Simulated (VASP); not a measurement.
A run of VASP 6.6.1:

INCAR

```
PREC = Accurate
ENCUT = 520
EDIFF = 1E-7
ISMEAR = 0
SIGMA = 0.15
LREAL = False
LASPH = True
NELM = 100
ALGO = Normal
ISIF = 2
LWAVE = False
LCHARG = True
GGA = PE
LELF = True
LVHAR = True
NBANDS = 10
```

The input KPOINTS:

```
Automatic mesh
0
Gamma
  22 22 22
```

File POSCAR:

```
Ir
1.0
    0.0000000000      2.0027225401      1.8068562757
    2.0027225401      0.0000000000      1.8068562757
    2.0027225401      2.0027225401      0.0000000000
Ir
1
Direct
    0.0000000000      0.0000000000      0.0000000000
```

Potentials or basis: VASP PAW PBE potentials, release 64 (Ir).

Run with:

```sh
$ cat potpaw_PBE.64/Ir/POTCAR > POTCAR
$ mpirun -np 1 vasp_std > vasp.out
```

Hardware: 1 thread of Intel(R) Xeon(R) Platinum 8559C (Emerald Rapids), with other jobs on the host.

Question: How long does it take, and how much memory?

Answer: Run time: 60 s on 1 thread of Intel(R) Xeon(R) Platinum 8559C (Emerald Rapids), with other jobs on the host, peak memory 0.25 GiB. Counts: scf iterations 12, k points 834.
